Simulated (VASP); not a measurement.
Write the native input for VASP 6.6.1 that does the following.

```yaml
Task: single point
Functional: PBE
Potentials_or_basis: VASP PAW PBE potentials, release 64 (Zn, O)
Cutoff: 520 eV
k_mesh: 6 × 6 × 8
Occupations: gaussian, width 0.02 eV
Spin: no spin polarisation
Dipole_correction: no
Further_INCAR_settings: ALGO = Normal; EDIFF = 1e-07; NBANDS = 46
```

The structure of ZnO lies in POSCAR:

```
ZnO
1.0
    5.5175700700      0.0000000000      0.0000000000
    0.0000000000      5.5175700700      0.0000000000
    0.0000000000      0.0000000000      3.2587787700
Zn O
4 4
Direct
    0.1819728400      0.1819728400      0.5000000000
    0.8180271600      0.8180271600      0.5000000000
    0.6819728400      0.3180271600      0.0000000000
    0.3180271600      0.6819728400      0.0000000000
    0.8172472300      0.1827527700      0.5000000000
    0.1827527700      0.8172472300      0.5000000000
    0.6827527700      0.6827527700      0.0000000000
    0.3172472300      0.3172472300      0.0000000000
```

One way to write it, as run:

INCAR

```
PREC     = Accurate       # precision mode
ENCUT    = 520            # plane-wave cutoff, eV
EDIFF    = 1E-7           # SCF threshold, eV
ISMEAR   = 0              # smearing method
SIGMA    = 0.02           # smearing width, eV
LREAL    = F              # projectors in reciprocal space
LASPH    = T              # aspherical terms in the spheres
NELM     = 100            # most SCF steps
ALGO     = Normal         # electronic algorithm
ISIF     = 2              # what is computed and relaxed
LWAVE    = F              # write WAVECAR
LCHARG   = F              # write CHGCAR
GGA      = PE             # functional
NBANDS   = 46             # bands
```

KPOINTS

```
regular mesh
0
Gamma
  6 6 8
```

Potentials or basis: VASP PAW PBE potentials, release 64 (Zn, O).

Command:

```console
$ cat potpaw_PBE.64/Zn/POTCAR potpaw_PBE.64/O/POTCAR > POTCAR
$ mpirun -np 1 vasp_std > vasp.out
```

It gave:

```
Pressure               : 6.0 GPa
Largest force          : 0.035 eV/Å
Band gap on the k mesh : 0.80 eV
```

Caveat: the cell stands under pressure.

It took 2.4 min on 1 thread of Intel(R) Xeon(R) Platinum 8488C (Sapphire Rapids), with other jobs on the host, peak memory 0.3 GiB.
